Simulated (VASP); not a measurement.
Runs of VASP 6.6.1 on Hf. The structure is that of space group P6_3/mmc (No. 194), or close to it. The cells are those of the table. 

```csv
task,cell,k mesh,cutoff (eV),smearing,gap on the mesh (eV),pressure (GPa),relaxed volume (Å³/atom)
single point,"a = 3.197, b = 3.197, c = 5.058 Å, angles 90.0, 90.0, 120.0°, 2 atoms",6 × 6 × 4,520,gaussian 0.1 eV,none,-3.9,-
electric field gradients,"a = 3.157, b = 3.157, c = 5.013 Å, angles 90.0, 90.0, 120.0°, 2 atoms",15 × 15 × 8,520,fermi-dirac 0.15 eV,none,-0.4,-
single point,"a = 3.160, b = 3.160, c = 4.996 Å, angles 90.0, 90.0, 120.0°, 2 atoms",15 × 15 × 8,520,gaussian 0.1 eV,none,-0.4,-
relaxation of cell and atoms,"relaxed from a = 3.160, b = 3.160, c = 4.996 Å, angles 90.0, 90.0, 120.0°, 2 atoms",15 × 15 × 8,600,fermi-dirac 0.15 eV,none,0.0,21.57
single point,"a = 3.157, b = 3.157, c = 5.013 Å, angles 90.0, 90.0, 120.0°, 2 atoms",15 × 15 × 8,520,fermi-dirac 0.15 eV,none,-0.4,-
relaxation of cell and atoms,"relaxed from a = 3.197, b = 3.197, c = 5.058 Å, angles 90.0, 90.0, 120.0°, 2 atoms",15 × 15 × 8,600,gaussian 0.1 eV,none,0.0,(a)
```

Alike in all rows: level PBEsol; potentials or basis VASP PAW PBE potentials, release 64 (Hf_pv); no spin polarisation.

Task: Fill in the values left out.

Result: (a) 21.54.

Caveats: some runs use coarse meshes; the PAW data sets were made with another functional, which shifts forces and pressure a little; spin-orbit coupling is left out, which moves the levels of the heavy elements.

A k mesh can miss the band edges, and the runs leave out spin-orbit coupling on Hf.

A gap of «none» marks levels without a gap at the run's occupations.
